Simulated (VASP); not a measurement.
SrTe, 2 atoms in the cell. Symmetry: Fm-3m, No. 225, cubic system. Conventional cell: a = 6.575 Å, b = 6.575 Å, c = 6.575 Å, α = 90.00°, β = 90.00°, γ = 90.00°. Sr (site symmetry m-3m) has 6 Te at 3.29 Å within 4.3 Å. Te (site symmetry m-3m) has 6 Sr at 3.29 Å within 4.3 Å. 

| Property | Result |
| --- | --- |
| Program | VASP 6.6.1 |
| Task | single point |
| Functional | PBE |
| Dispersion | D3(BJ) |
| Potentials or basis | VASP PAW PBE potentials, release 64 (Sr_sv, Te) |
| Cutoff | 500 eV |
| k mesh | 6 × 6 × 6 |
| Occupations | gaussian, width 0.05 eV |
| Spin | no spin polarisation |
| Dipole correction | no |
| Further INCAR settings | ALGO = Normal; EDIFF = 1e-06; NBANDS = 15 |

Potentials or basis: VASP PAW PBE potentials, release 64 (Sr_sv, Te).

The run is started by

```console
$ cat potpaw_PBE.64/Sr_sv/POTCAR potpaw_PBE.64/Te/POTCAR > POTCAR
$ mpirun -np 1 vasp_std > vasp.out
```

Hardware: 1 thread of Intel Xeon 8259CL, on a shared host.

Q: Estimate the wall time of this run.

A: Run time: 29 s on 1 thread of Intel Xeon 8259CL, on a shared host, peak memory 0.22 GiB. Counts: scf iterations 13, k points 16.
